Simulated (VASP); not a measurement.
# Fe (P6_3/mmc) in VASP: further runs, part 3 of 3

VASP 6.6.1.

## Step 6: Single point, PBE, collinear spin, ferromagnetic start

This run uses another cell than the first one, of 12.55 Å³/atom, 0.982 times its volume.

INCAR

```
SYSTEM = Fe
PREC = Accurate ; ENCUT = 520
EDIFF = 1E-6 ; ISMEAR = 0
SIGMA = 0.1 ; LREAL = .FALSE.
LASPH = .TRUE. ; NELM = 150
ALGO = Normal ; ISIF = 2
LWAVE = .FALSE. ; LCHARG = .TRUE.
ISPIN = 2 ; MAGMOM = 4 4 4 4
LORBIT = 11 ; LMAXMIX = 4
GGA = PE ; LELF = .TRUE.
LVHAR = .TRUE. ; NBANDS = 28
```

KPOINTS

```
Automatic mesh
0
G
  9 9 2
  0 0 0
```

POSCAR

```
Fe
1.0
    2.6197627516      0.0000000000      0.0000000000
   -1.3098813758      2.2687810948      0.0000000000
    0.0000000000      0.0000000000      8.4492519439
Fe
4
Direct
    0.0000000000      0.0000000000      0.0000000000
    0.0000000000      0.0000000000      0.5000000000
    0.3333333333      0.6666666667      0.7500000000
    0.6666666667      0.3333333333      0.2500000000
```

Potentials or basis: VASP PAW PBE potentials, release 64 (Fe).

Started as:

```bash
> cat potpaw_PBE.64/Fe/POTCAR > POTCAR
> mpirun -np 1 vasp_std > vasp.out
```

OUTCAR:

```text
SYSTEM = Fe
   PREC = Accurate
   ENCUT = 520
   EDIFF = 1E-6
   ISMEAR = 0
   LREAL = .FALSE.
   LASPH = .TRUE.
   NELM = 150
   ISIF = 2
   ISPIN = 2
   LORBIT = 11
   GGA = PE

 ion  position               nearest neighbor table
   1  0.000  0.000  0.000-   3 2.60   4 2.60   4 2.60   3 2.60   4 2.60   3 2.60
   2  0.000  0.000  0.500-   3 2.60   4 2.60   4 2.60   3 2.60   4 2.60   3 2.60
   3  0.333  0.667  0.750-   1 2.60   2 2.60   1 2.60   2 2.60   1 2.60   2 2.60
   4  0.667  0.333  0.250-   1 2.60   2 2.60   1 2.60   2 2.60   1 2.60   2 2.60

  LATTYP: Found a hexagonal cell.
 ALAT       =     2.6197627516
 C/A-ratio  =     3.2251973728

  Lattice vectors:

 A1 = (   2.6197627516,   0.0000000000,   0.0000000000)
 A2 = (  -1.3098813758,   2.2687810948,   0.0000000000)
 A3 = (   0.0000000000,   0.0000000000,   8.4492519439)

Analysis of symmetry for initial positions (statically):
=====================================================================
 Subroutine PRICEL returns:
 Original cell was already a primitive cell.

 Routine SETGRP: Setting up the symmetry group for a
 hexagonal supercell.

 Subroutine GETGRP returns: Found 24 space group operations
 (whereof 12 operations were pure point group operations)
 out of a pool of 24 trial point group operations.

The static configuration has the point symmetry D_3d.
 The point group associated with its full space group is D_6h.

Analysis of symmetry for dynamics (positions and initial velocities):
=====================================================================
 Subroutine PRICEL returns:
 Original cell was already a primitive cell.

 Routine SETGRP: Setting up the symmetry group for a
 hexagonal supercell.

 Subroutine GETGRP returns: Found 24 space group operations
 (whereof 12 operations were pure point group operations)
 out of a pool of 24 trial point group operations.

The dynamic configuration has the point symmetry D_3d.
 The point group associated with its full space group is D_6h.

Analysis of structural, dynamic, and magnetic symmetry:
=====================================================================
 Subroutine PRICEL returns:
 Original cell was already a primitive cell.

 Routine SETGRP: Setting up the symmetry group for a
 hexagonal supercell.

 Subroutine GETGRP returns: Found 24 space group operations
 (whereof 12 operations were pure point group operations)
 out of a pool of 24 trial point group operations.

The overall configuration has the point symmetry D_3d.
 The point group associated with its full space group is D_6h.

 Subroutine INISYM returns: Found 24 space group operations
 (whereof 12 operations are pure point group operations),
 and found     1 'primitive' translations

----------------------------------------------------------------------------------------

                                     Primitive cell

  volume of cell :      50.2196

  direct lattice vectors                    reciprocal lattice vectors
     2.619762752  0.000000000  0.000000000     0.381713955  0.220382654  0.000000000
    -1.309881376  2.268781095  0.000000000     0.000000000  0.440765309  0.000000000
     0.000000000  0.000000000  8.449251944     0.000000000  0.000000000  0.118353673

  length of vectors
     2.619762752  2.619762752  8.449251944     0.440765309  0.440765309  0.118353673

  position of ions in fractional coordinates (direct lattice)
     0.000000000  0.000000000  0.000000000
[... 83 lines left out ...]
   EDIFFG = 0.1E-04   stopping-criterion for IOM
   NSW    =      0    number of steps for IOM
   IBRION =     -1    ionic relax: 0-MD 1-quasi-New 2-CG
   NFREE  =      0    steps in history (QN), initial steepest desc. (CG)
   ISIF   =      2    stress and relaxation
   ISYM   =      2    0-nonsym 1-usesym 2-fastsym
   POTIM  = 0.5000    time-step for ionic-motion
   TEBEG  =    0.0;   TEEND  =   0.0 temperature during run
   PSTRESS=    0.0 pullay stress
   NELECT =      32.0000    total number of electrons
   NUPDOWN=      -1.0000    fix difference up-down
   EMIN   =  10.00;   EMAX   =-10.00  energy-range for DOS
   EFERMI =   0.00;   METHOD = LEGACY
   ISMEAR =     0;   SIGMA  =   0.10  broadening in eV -4-tet -1-fermi 0-gaus
   EFERMI_NEDOS =   21; number of points for ismear=-14 and -15
   IALGO  =     38    algorithm
   IMIX   =      4    mixing-type and parameters
     AMIX     =   0.40;   BMIX     =  1.00
     AMIX_MAG =   1.60;   BMIX_MAG =  1.00
  volume/ion in A,a.u.               =      12.55        84.72
  Fermi-wavevector in a.u.,A,eV,Ry     =   1.408750  2.662151 27.001798  1.984576
  Thomas-Fermi vector in A             =   2.530876
   LORBIT       =     11    0 simple, 1 ext, 2 COOP (PROOUT), +10 PAW based schemes
   GGA     = PE    functional components
   LHFCALC =     F    Hartree Fock is set to
   AEXX    =    0.0000 exact exchange contribution
   IVDW    =     0    specifies the selected vdW correction
   LEPSILON=     F    determine dielectric tensor
   LRPA    =     F    only Hartree local field effects (RPA)
 spin polarized calculation
 Gauss-broadening in eV      SIGMA  =   0.10
  energy-cutoff  :      520.00
  volume of cell :       50.22
 maximum number of plane-waves:      1404
 NGX is ok and might be reduce to    20
   NGX =  9   NGY =  9   NGZ = 31

 number of electron      32.0000011 magnetization      10.6107711

 Free energy of the ion-electron system (eV)
  ---------------------------------------------------
  ext. energy  EPLUGINS =         0.00000000
  ---------------------------------------------------
  free energy    TOTEN  =       -32.16694342 eV

  energy without entropy =      -32.13855999  energy(sigma->0) =      -32.15275170

 E-fermi :   5.2046     XC(G=0): -12.5458

 val. band max:        5.1967896710   @ k =   0.1111  -0.0000   0.0000
 cond. band min:       5.2265469161   @ k =   0.3333   0.1111   0.5000
 fundamental gap:      0.0297572451
 Fermi energy:         5.2045584119

 spin component 1

 k-point     1 :       0.0000    0.0000    0.0000
  band No.  band energies     occupation
      1      -3.0602      1.00000
      2      -1.0277      1.00000
      3      -0.9874      1.00000
      4       0.4234      1.00000
      5       2.4500      1.00000
      6       2.4958      1.00000
[... 733 lines left out ...]
     27      13.4151      0.00000
     28      13.4151      0.00000
 Fermi energy:         5.2045584119

 spin component 2

 k-point     1 :       0.0000    0.0000    0.0000
  band No.  band energies     occupation
      1      -2.7990      1.00000
      2      -0.6810      1.00000
      3      -0.6429      1.00000
      4       1.8780      1.00000
      5       4.5288      1.00000
      6       4.5715      1.00000
[... 733 lines left out ...]
     27      14.4696      0.00000
     28      14.4696      0.00000

------------------------ aborting loop because EDIFF is reached ----------------------------------------

  FORCE on cell =-STRESS in cart. coord.  units (eV):
  Direction    XX          YY          ZZ          XY          YZ          ZX
  --------------------------------------------------------------------------------------
  -------------------------------------------------------------------------------------
  Total       -2.4686414     -2.4686414     -0.7329877      0.0000000     -0.0000000      0.0000000
  in kB      -78.7581978    -78.7581978    -23.3848438      0.0000000     -0.0000000      0.0000000
  external PRESSURE =     -60.3004131 kB  Pullay stress =       0.0000000 kB

 VOLUME and BASIS-vectors are now :
 -----------------------------------------------------------------------------
  energy-cutoff  :      520.00
  volume of cell :       50.22
      direct lattice vectors                 reciprocal lattice vectors
     2.619762752  0.000000000  0.000000000     0.381713955  0.220382654  0.000000000
    -1.309881376  2.268781095  0.000000000     0.000000000  0.440765309  0.000000000
     0.000000000  0.000000000  8.449251944     0.000000000  0.000000000  0.118353673

 POSITION                                       TOTAL-FORCE (eV/Angst)
 -----------------------------------------------------------------------------------
      0.00000      0.00000      0.00000         0.000000      0.000000     -0.000000
      0.00000      0.00000      4.22463         0.000000      0.000000     -0.000000
     -0.00000      1.51252      6.33694        -0.000000     -0.000000     -0.000000
      1.30988      0.75626      2.11231        -0.000000      0.000000      0.000000
 -----------------------------------------------------------------------------------
    total drift:                                0.000000     -0.000000      0.000000

  FREE ENERGIE OF THE ION-ELECTRON SYSTEM (eV)
  ---------------------------------------------------
  free  energy   TOTEN  =       -32.1669434153 eV

  energy  without entropy=      -32.1385599930  energy(sigma->0) =      -32.15275170

 total charge

# of ion       s       p       d       tot
------------------------------------------
    1        0.458   0.464   6.156   7.078
    2        0.458   0.464   6.156   7.078
    3        0.456   0.464   6.162   7.082
    4        0.456   0.464   6.162   7.082
--------------------------------------------------
tot          1.829   1.855  24.637  28.321

 magnetization (x)

# of ion       s       p       d       tot
------------------------------------------
    1       -0.015  -0.041   2.717   2.661
    2       -0.015  -0.041   2.717   2.661
    3       -0.013  -0.039   2.692   2.640
    4       -0.013  -0.039   2.692   2.640
--------------------------------------------------
tot         -0.057  -0.160  10.819  10.602
```

stdout:

```text
POSCAR found type information on POSCAR Fe
 POSCAR found :  1 types and       4 ions
 scaLAPACK will be used
 LDA part: xc-table for (Slater+PW92), standard interpolation
 POSCAR, INCAR and KPOINTS ok, starting setup
 FFT: planning ... GRIDC
 FFT: planning ... GRID_SOFT
 FFT: planning ... GRID
 WAVECAR not read
 entering main loop
```

Wall time 41 s (1 thread of Intel Xeon 6975P-C (Granite Rapids), shared host); peak memory 0.2 GiB.

What came out:

- Free energy: -32.1669 eV
- Pressure: -6.0 GPa
- Net moment: 10.61 μB per cell
- Site moments: Fe +2.66, +2.64 μB
- Valence electrons inside the program's atomic spheres: Fe 7.08

Stress tensor (GPa, compression positive):
```
-7.88  0.00  0.00
 0.00 -7.88  0.00
 0.00  0.00 -2.34
```

Caveat: the k points lie up to 0.37 Å⁻¹ apart.

## Step 7: Overview

```csv
task,spin,cell,k mesh,cutoff (eV),gap on the mesh (eV),pressure (GPa),moment (μB)
single point,off,"a = 3.719, b = 3.719, c = 4.268 Å, angles 90.0, 90.0, 120.0°, 4 atoms",9 × 9 × 2,520,none,-1.1,-
relaxation of cell and atoms,off,"relaxed from a = 2.779, b = 2.779, c = 7.568 Å, angles 90.0, 90.0, 120.0°, 4 atoms",9 × 9 × 2,600,-,0.0,-
single point,"collinear, ferromagnetic start","a = 2.531, b = 2.531, c = 8.669 Å, angles 90.0, 90.0, 120.0°, 4 atoms",21 × 21 × 6,520,none,-0.2,10.28
single point,"collinear, ferromagnetic start","a = 2.527, b = 2.527, c = 8.714 Å, angles 90.0, 90.0, 120.0°, 4 atoms",9 × 9 × 2,520,none,-0.2,10.30
single point,"collinear, ferromagnetic start","a = 2.620, b = 2.620, c = 8.449 Å, angles 90.0, 90.0, 120.0°, 4 atoms",9 × 9 × 2,520,none,-6.0,10.61
```

Alike in all rows: level PBE; potentials or basis VASP PAW PBE potentials, release 64 (Fe); smearing gaussian 0.1 eV.

Caveats: some runs use coarse meshes; the bands computed are all filled at some k points, so no gap is given (some runs).

Total energies depend on the potentials used, so only differences within one code and one set of settings carry meaning.
